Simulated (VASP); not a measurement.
## Li: relaxation of shape and atoms at fixed volume with PBE

Crystal: Li.

```xyz
2
Lattice="2.6895 0.0000 0.0000 -1.3448 2.3292 0.0000 0.0000 0.0000 4.3966" Properties=species:S:1:pos:R:3 pbc="T T T"
Li    0.0000    1.5528    1.0991
Li    1.3448    0.7764    3.2974
```

```yaml
Program: VASP 6.6.1
Task: relaxation of shape and atoms at fixed volume
Functional: PBE
Potentials_or_basis: VASP PAW PBE potentials, release 64 (Li_sv)
Cutoff: 600 eV
k_mesh: 14 × 14 × 8
Occupations: fermi-dirac, width 0.1 eV
Spin: no spin polarisation
Dipole_correction: no
Further_INCAR_settings: ALGO = Normal; EDIFF = 1e-06; IBRION = 2; EDIFFG = -0.005; NSW = 50; ISIF = 4
```

```yaml
Pressure_after_relaxing: 9.9 GPa
Band_gap_on_the_k_mesh: zero (band 3 reaches 4.22 eV, above the bottom of band 4 at -0.86 eV)
```

Stress tensor (GPa, compression positive):
```
9.91 0.00 0.00
0.00 9.91 0.00
0.00 0.00 9.98
```

Final structure:
```
Li
1.0
     2.68954    0.00000    0.00000
    -1.34477    2.32921    0.00000
     0.00000    0.00000    4.39660
Li
2
Direct
  0.33333 0.66667 0.25000
  0.66667 0.33333 0.75000
```

Levels at points of the mesh, in eV from the Fermi level:
```
           k point  band 1  band 2  band 3  band 4  band 5  band 6  band 7
(0.00, 0.00, 0.00)  -45.94  -45.86   -3.97   -0.21    4.47   16.31   16.31
(0.50, 0.00, 0.00)  -45.86  -45.84   -0.20    1.58    5.96    7.32    8.55
(0.00, 0.00, 0.50)  -45.90  -45.90   -2.74   -2.74   10.47   10.47   17.54
(0.50, 0.00, 0.50)  -45.85  -45.85    0.73    0.73    4.99    4.99   12.76
```

Wall time 11 s on 1 thread of Intel(R) Xeon(R) 6975P-C (Granite Rapids), on a shared host, peak memory 0.15 GiB.

Caveat: the cutoff is under 1.25 times the usual one of these potentials, so pressure, stress and relaxed cells hold a basis-set (Pulay) error; the relaxation stopped at its first step, so nothing moved.
